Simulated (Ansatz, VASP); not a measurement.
**Two plane-wave programs on Pb**

```
CELL_PARAMETERS angstrom
-2.10989 2.10989 2.10989
2.10989 -2.10989 2.10989
2.10989 2.10989 -2.10989
ATOMIC_POSITIONS crystal
Pb 0.00000 0.00000 0.00000
```

Alike in both runs: task single point; functional BLYP; k mesh 12 × 12 × 12; occupations fermi-dirac, width 0.1 eV; no spin polarisation.

```csv
,VASP,Ansatz
version,VASP 6.6.1,Ansatz 0.2.0
potentials or method,"VASP PAW PBE potentials, release 64 (Pb_d), cutoff 520 eV","plane waves (420 eV) with PAW, scalar-relativistic"
valence electrons in the cell,14,14
```

```tsv
	VASP	Ansatz	Ansatz less VASP
pressure (GPa)	-1.9	-1.9	-0.02
```

VASP's potentials were made for PBE, not for BLYP.

Neither program's run includes spin-orbit coupling.
